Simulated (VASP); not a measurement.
# Sb in VASP: notebook, part 2 of 3

VASP 6.6.1. The steps go on from the part before.

### 3 Single point, r2SCAN (volume scaled by 1.06)

Contents of POSCAR:

```
Sb
1.0
    3.1480875925      0.0000000000      0.0000000000
    0.0000000000      3.1480875925      0.0000000000
    0.0000000000      0.0000000000      3.1480875925
Sb
1
Direct
    0.0000000000      0.0000000000      0.0000000000
```

Contents of INCAR.step1:

```
ALGO = Normal
EDIFF = 1E-4
ENCUT = 520
GGA = PE
ISMEAR = 0
LASPH = T
LCHARG = F
LREAL = F
LWAVE = T
NBANDS = 8
NELM = 60
PREC = Accurate
SIGMA = 0.1
```

Contents of INCAR.step2:

```
ALGO = Normal
EDIFF = 1E-6
ENCUT = 520
ISIF = 2
ISMEAR = 0
ISTART = 1
LASPH = T
LCHARG = F
LMIXTAU = T
LREAL = F
LWAVE = F
METAGGA = R2SCAN
NBANDS = 8
NELM = 60
PREC = Accurate
SIGMA = 0.1
```

Contents of KPOINTS:

```
k-points
0
Gamma
  14 14 14
```

Potentials or basis: VASP PAW PBE potentials, release 64 (Sb).

Command:

```sh
$ cat potpaw_PBE.64/Sb/POTCAR > POTCAR
$ cp INCAR.step1 INCAR
$ mpirun -np 1 vasp_std > vasp.out
$ cp INCAR.step2 INCAR
$ mpirun -np 1 vasp_std > vasp.out
```

It took 39 s on 1 thread of Intel Xeon Platinum 8488C (Sapphire Rapids), shared host; peak memory 0.15 GiB.

Results (log left out):

* Free energy: -25.6278 eV
* Pressure: -3.0 GPa

Levels at points of the mesh, in eV from the Fermi level:
```
           k point  band 1  band 2  band 3  band 4  band 5  band 6  band 7
(0.00, 0.00, 0.00)  -12.55    3.39    3.39    3.39    7.28    7.28    8.92
(0.50, 0.00, 0.00)  -10.15   -5.48    5.38    5.38    9.29   11.27   11.93
(0.50, 0.50, 0.00)   -7.57   -3.51   -3.51    2.72    7.40   13.21   13.80
(0.50, 0.50, 0.50)   -4.66   -1.64   -1.64   -1.64    5.32    5.32    5.32
```

Caveat: the cell differs from its parent crystal (volume scaled by 1.06); the PAW data sets were made with another functional, which shifts forces and pressure a little; spin-orbit coupling is left out, which moves the levels of the heavy elements.

### 4 Single point, r2SCAN

This run uses another cell than the first one, of 29.43 Å³/atom, 0.971 times its volume.

Contents of POSCAR:

```
Sb
1.0
    3.0875323686      0.0000000000      0.0000000000
    0.0000000000      3.0875323686      0.0000000000
    0.0000000000      0.0000000000      3.0875323686
Sb
1
Direct
    0.0000000000      0.0000000000      0.0000000000
```

Contents of INCAR.step1:

```
ALGO     = Normal         # electronic algorithm
EDIFF    = 1E-4           # SCF threshold, eV
ENCUT    = 520            # plane-wave cutoff, eV
GGA      = PE             # functional
ISMEAR   = 0              # smearing method
LASPH    = T              # aspherical terms in the spheres
LCHARG   = F              # write CHGCAR
LREAL    = F              # projectors in reciprocal space
LWAVE    = T              # write WAVECAR
NBANDS   = 8              # bands
NELM     = 80             # most SCF steps
PREC     = Accurate       # precision mode
SIGMA    = 0.1            # smearing width, eV
```

Contents of INCAR.step2:

```
ALGO     = Normal         # electronic algorithm
EDIFF    = 1E-6           # SCF threshold, eV
ENCUT    = 520            # plane-wave cutoff, eV
ISIF     = 2              # what is computed and relaxed
ISMEAR   = 0              # smearing method
ISTART   = 1            
LASPH    = T              # aspherical terms in the spheres
LCHARG   = T              # write CHGCAR
LELF     = T              # ELF
LMIXTAU  = T            
LREAL    = F              # projectors in reciprocal space
LVHAR    = T            
LWAVE    = F              # write WAVECAR
METAGGA  = R2SCAN         # meta-GGA
NBANDS   = 8              # bands
NELM     = 80             # most SCF steps
PREC     = Accurate       # precision mode
SIGMA    = 0.1            # smearing width, eV
```

KPOINTS is that of step 3.

Potentials or basis: VASP PAW PBE potentials, release 64 (Sb).

Command:

```sh
$ cat potpaw_PBE.64/Sb/POTCAR > POTCAR
$ cp INCAR.step1 INCAR
$ mpirun -np 1 vasp_std > vasp.out
$ cp INCAR.step2 INCAR
$ mpirun -np 1 vasp_std > vasp.out
```

OUTCAR:

```text
EDIFF = 1E-6
   ENCUT = 520
   ISIF = 2
   ISMEAR = 0
   ISTART = 1
   LASPH = T
   LREAL = F
   METAGGA = R2SCAN
   NELM = 80
   PREC = Accurate

 ion  position               nearest neighbor table
   1  0.000  0.000  0.000-

  LATTYP: Found a simple cubic cell.
 ALAT       =     3.0875323686

  Lattice vectors:

 A1 = (   3.0875323686,   0.0000000000,   0.0000000000)
 A2 = (   0.0000000000,   3.0875323686,   0.0000000000)
 A3 = (   0.0000000000,   0.0000000000,   3.0875323686)

Analysis of symmetry for initial positions (statically):
=====================================================================
 Subroutine PRICEL returns:
 Original cell was already a primitive cell.

 Routine SETGRP: Setting up the symmetry group for a
 simple cubic supercell.

 Subroutine GETGRP returns: Found 48 space group operations
 (whereof 48 operations were pure point group operations)
 out of a pool of 48 trial point group operations.

The static configuration has the point symmetry O_h .

Analysis of symmetry for dynamics (positions and initial velocities):
=====================================================================
 Subroutine PRICEL returns:
 Original cell was already a primitive cell.

 Routine SETGRP: Setting up the symmetry group for a
 simple cubic supercell.

 Subroutine GETGRP returns: Found 48 space group operations
 (whereof 48 operations were pure point group operations)
 out of a pool of 48 trial point group operations.

The dynamic configuration has the point symmetry O_h .

 Subroutine INISYM returns: Found 48 space group operations
 (whereof 48 operations are pure point group operations),
 and found     1 'primitive' translations

----------------------------------------------------------------------------------------

                                     Primitive cell

  volume of cell :      29.4330

  direct lattice vectors                    reciprocal lattice vectors
     3.087532369  0.000000000  0.000000000     0.323883244  0.000000000  0.000000000
[... 101 lines left out ...]
   IALGO  =     38    algorithm
   IMIX   =      4    mixing-type and parameters
     AMIX     =   0.40;   BMIX     =  1.00
     AMIX_MAG =   1.60;   BMIX_MAG =  1.00
  volume/ion in A,a.u.               =      29.43       198.62
  Fermi-wavevector in a.u.,A,eV,Ry     =   0.906678  1.713374 11.184885  0.822066
  Thomas-Fermi vector in A             =   2.030395
   LORBIT       =      0    0 simple, 1 ext, 2 COOP (PROOUT), +10 PAW based schemes
   METAGGA = R2SCAN    functional components
   LHFCALC =     F    Hartree Fock is set to
   AEXX    =    0.0000 exact exchange contribution
   IVDW    =     0    specifies the selected vdW correction
   LEPSILON=     F    determine dielectric tensor
   LRPA    =     F    only Hartree local field effects (RPA)
 non-spin polarized calculation
 Gauss-broadening in eV      SIGMA  =   0.10
  energy-cutoff  :      520.00
  volume of cell :       29.43
 maximum number of plane-waves:       840
 NGX is ok and might be reduce to    24
   NGX = 11   NGY = 11   NGZ = 11

 number of electron       4.9999999 magnetization

 Free energy of the ion-electron system (eV)
  ---------------------------------------------------
  ext. energy  EPLUGINS =         0.00000000
  ---------------------------------------------------
  free energy    TOTEN  =       -25.64522609 eV

  energy without entropy =      -25.64211552  energy(sigma->0) =      -25.64367081

 E-fermi :   7.1855     XC(G=0): -10.1676

 val. band max:        7.1757544207   @ k =   0.5000   0.2857   0.2143
 cond. band min:       7.1973657333   @ k =   0.5000   0.2857   0.2857
 fundamental gap:      0.0216113126
 Fermi energy:         7.1855203386

 k-point     1 :       0.0000    0.0000    0.0000
  band No.  band energies     occupation
      1      -5.8503      2.00000
      2      10.7092      0.00000
      3      10.7092      0.00000
      4      10.7092      0.00000
      5      14.4901      0.00000
      6      14.4901      0.00000
      7      16.4623      0.00000
      8      25.7614      0.00000
[... 243 lines left out ...]
 k-point    24 :       0.3571    0.2143    0.0000
  band No.  band energies     occupation
      1      -3.3302      2.00000
      2       3.4491      2.00000
      3       7.7219      0.00000
      4      13.0217      0.00000
      5      14.7728      0.00000
      6      17.3843      0.00000
      7      20.7914      0.00000
      8      21.1093      0.00000

 [... further k-points ...]
[... 5 lines left out ...]
  --------------------------------------------------------------------------------------
  -------------------------------------------------------------------------------------
  Total        0.0023824      0.0023824      0.0023824      0.0000000      0.0000000     -0.0000000
  in kB        0.1296855      0.1296855      0.1296855      0.0000000      0.0000000     -0.0000000
  external PRESSURE =       0.1296855 kB  Pullay stress =       0.0000000 kB

 VOLUME and BASIS-vectors are now :
 -----------------------------------------------------------------------------
  energy-cutoff  :      520.00
  volume of cell :       29.43
      direct lattice vectors                 reciprocal lattice vectors
     3.087532369  0.000000000  0.000000000     0.323883244  0.000000000  0.000000000
     0.000000000  3.087532369  0.000000000     0.000000000  0.323883244  0.000000000
     0.000000000  0.000000000  3.087532369     0.000000000  0.000000000  0.323883244

 POSITION                                       TOTAL-FORCE (eV/Angst)
 -----------------------------------------------------------------------------------
      0.00000      0.00000      0.00000         0.000000      0.000000      0.000000
 -----------------------------------------------------------------------------------
    total drift:                                0.000000      0.000000      0.000000

  FREE ENERGIE OF THE ION-ELECTRON SYSTEM (eV)
  ---------------------------------------------------
  free  energy   TOTEN  =       -25.6452260870 eV

  energy  without entropy=      -25.6421155241  energy(sigma->0) =      -25.64367081
```

OUTCAR.step1:

```text
EDIFF = 1E-4
   ENCUT = 520
   GGA = PE
   ISMEAR = 0
   LASPH = T
[... 480 lines left out ...]

 POSITION                                       TOTAL-FORCE (eV/Angst)
 -----------------------------------------------------------------------------------
      0.00000      0.00000      0.00000         0.000000      0.000000      0.000000
 -----------------------------------------------------------------------------------
    total drift:                                0.000000      0.000000      0.000000

  FREE ENERGIE OF THE ION-ELECTRON SYSTEM (eV)
  ---------------------------------------------------
  free  energy   TOTEN  =        -4.0939214572 eV

  energy  without entropy=       -4.0901291074  energy(sigma->0) =       -4.09202528
```

Run time: 39 s. Hardware: 1 thread of Intel Xeon Platinum 8259CL at 2.50GHz (Skylake/Cascade Lake), shared host; peak memory 0.16 GiB.

What came out:

```
Free energy : -25.6452 eV
Pressure    : 0.0 GPa
```

Levels at points of the mesh, in eV from the Fermi level:
```tsv
k point	band 1	band 2	band 3	band 4	band 5	band 6	band 7
(0.00, 0.00, 0.00)	-13.04	3.52	3.52	3.52	7.30	7.30	9.28
(0.50, 0.00, 0.00)	-10.41	-5.92	5.70	5.70	9.42	11.42	12.08
(0.50, 0.50, 0.00)	-7.57	-3.80	-3.80	2.47	7.97	13.66	14.03
(0.50, 0.50, 0.50)	-4.32	-1.79	-1.79	-1.79	5.20	5.20	5.20
```

Caveat: the PAW data sets were made with another functional, which shifts forces and pressure a little; spin-orbit coupling is left out, which moves the levels of the heavy elements.

(Part 2 of 3 ends here.)
